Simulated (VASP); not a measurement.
Wanted: the native input for a VASP 6.6.1 run.

* Task: single point
* Functional: PBE
* Potentials or basis: VASP PAW PBE potentials, release 64 (Rb_sv)
* Cutoff: 500 eV
* k mesh: 5 × 2 × 2, shifted
* Occupations: gaussian, width 0.1 eV
* Spin: no spin polarisation
* Dipole correction: no
* Further INCAR settings: ALGO = Normal; EDIFF = 1e-06; NBANDS = 10; ISYM = 0

The structure of Rb lies in POSCAR:

```
Rb
1.0
    0.0000000000      3.6398846700      3.6398846700
    3.6398846700      0.0000000000      3.6398846700
    3.6398846700      3.6398846700      0.0000000000
Rb
1
Direct
    0.0000000000      0.0000000000      0.0000000000
```

This isn't the form of Rb at room conditions, which is bcc.

One way to write it, as run:

INCAR

```
PREC     = Accurate       # precision mode
ENCUT    = 500            # plane-wave cutoff, eV
EDIFF    = 1E-6           # SCF threshold, eV
ISMEAR   = 0              # smearing method
SIGMA    = 0.1            # smearing width, eV
LREAL    = F              # projectors in reciprocal space
LASPH    = T              # aspherical terms in the spheres
NELM     = 120            # most SCF steps
ALGO     = Normal         # electronic algorithm
ISIF     = 2              # what is computed and relaxed
LWAVE    = F              # write WAVECAR
LCHARG   = T              # write CHGCAR
GGA      = PE             # functional
LELF     = T              # ELF
LVHAR    = T            
ISYM     = 0            
NBANDS   = 10             # bands
GGA_COMPAT= F
```

KPOINTS

```
Automatic mesh
0
Gamma
  5 2 2
  0 0 0.5
```

Potentials or basis: VASP PAW PBE potentials, release 64 (Rb_sv).

The run is started by

```console
$ cat potpaw_PBE.64/Rb_sv/POTCAR > POTCAR
$ mpirun -np 1 vasp_std > vasp.out
```

It gave:

```
Pressure               : -0.1 GPa
Band gap on the k mesh : zero (an odd number of electrons rules out a gap without spin polarisation)
```

Caveat: the k points lie up to 0.71 Å⁻¹ apart, too coarse for converged energies and pressures of a metal.

Run time: 5.2 s on 1 thread of Intel(R) Xeon(R) Platinum 8481C CPU @ 2.70GHz (Sapphire Rapids) (shared host), peak memory 0.22 GiB.
